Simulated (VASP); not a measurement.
# TiSi30 (a cell with a defect): single point with PBE

System: TiSi30 (a cell with a defect).

```
Ti Si
1.0
     5.47009   -5.47009   -5.47009
    -5.47009   -5.47009    5.47009
    -5.47009    5.47009   -5.47009
Ti Si
1 30
Direct
  0.62770 0.87770 0.12770
  0.50436 0.00000 0.75424
  0.50057 0.25102 0.50102
  0.25424 0.75436 0.25000
  0.50436 0.50424 0.25000
  0.25424 0.00000 0.00436
  0.25727 0.26123 0.75727
  0.00102 0.75057 0.50102
  0.25727 0.50727 0.51123
  0.97878 0.99917 0.24917
  0.00102 0.25102 0.00057
  0.75000 0.75436 0.75424
  0.01123 0.50727 0.75727
  0.74917 0.99917 0.47878
  0.74917 0.22878 0.24917
  0.75000 0.50424 0.00436
  0.27652 0.75624 0.00624
  0.25444 0.00490 0.75444
  0.24417 0.24805 0.49805
  0.00104 0.75539 0.25102
  0.25444 0.50444 0.25490
  0.00104 0.00102 0.00539
  0.99805 0.24805 0.74417
  0.75102 0.75539 0.50104
  0.99805 0.49417 0.49805
  0.75102 0.25104 0.00539
  0.50624 0.75624 0.77652
  0.75490 0.50444 0.75444
  0.50539 0.00102 0.50104
  0.50539 0.25104 0.25102
  0.50624 0.52652 0.00624
```

```json
{
 "Program": "VASP 6.6.1",
 "Task": "single point",
 "Functional": "PBE",
 "Potentials or basis": "VASP PAW PBE potentials, release 64 (Ti_sv, Si)",
 "Cutoff": "520 eV",
 "k mesh": "2 × 2 × 2, shifted",
 "Occupations": "gaussian, width 0.02 eV",
 "Spin": "no spin polarisation",
 "Dipole correction": "no",
 "Further INCAR settings": "LREAL = Auto; ALGO = Normal; EDIFF = 1e-06; NBANDS = 87"
}
```

```yaml
Pressure: -3.1 GPa
Largest_force: 0.013 eV/Å
Band_gap_on_the_k_mesh: zero (bands 66 and 67 overlap by 0.03 eV)
```

Forces in eV/Å, atoms in the order of the input:
```
Ti   0.002  0.002  0.002
Si  -0.002  0.003 -0.002
Si   0.003  0.004  0.004
Si   0.003 -0.002 -0.002
Si  -0.002 -0.002  0.003
Si   0.003 -0.002 -0.002
Si  -0.003 -0.003 -0.004
Si   0.004  0.004  0.003
Si  -0.003 -0.004 -0.003
Si   0.009 -0.007 -0.007
Si   0.004  0.003  0.004
Si  -0.002  0.003 -0.002
Si  -0.004 -0.003 -0.003
Si  -0.007  0.009 -0.007
Si  -0.007 -0.007  0.009
Si  -0.002 -0.002  0.003
Si  -0.005  0.007  0.007
Si  -0.003 -0.003  0.000
Si  -0.001  0.003  0.003
Si  -0.003  0.001  0.000
Si  -0.003  0.000 -0.003
Si  -0.003  0.000  0.001
Si   0.003 -0.001  0.003
Si   0.001 -0.003  0.000
Si   0.003  0.003 -0.001
Si   0.001  0.000 -0.003
Si   0.007 -0.005  0.007
Si   0.000 -0.003 -0.003
Si   0.000 -0.003  0.001
Si   0.000  0.001 -0.003
Si   0.007  0.007 -0.005
```

Stress tensor (GPa, compression positive):
```
-3.06 -0.10 -0.10
-0.10 -3.06 -0.10
-0.10 -0.10 -3.06
```

Levels at points of the mesh, in eV from the Fermi level:
```tsv
k point	band 62	band 63	band 64	band 65	band 66	band 67	band 68	band 69
(0.25, 0.25, 0.25)	-0.61	-0.48	-0.43	-0.43	0.04	0.04	0.27	0.27
```

It took 5.4 min on 1 thread of Intel(R) Xeon(R) Platinum 8488C (Sapphire Rapids), on a shared host, peak memory 0.68 GiB.

Caveat: the k points lie up to 0.41 Å⁻¹ apart.
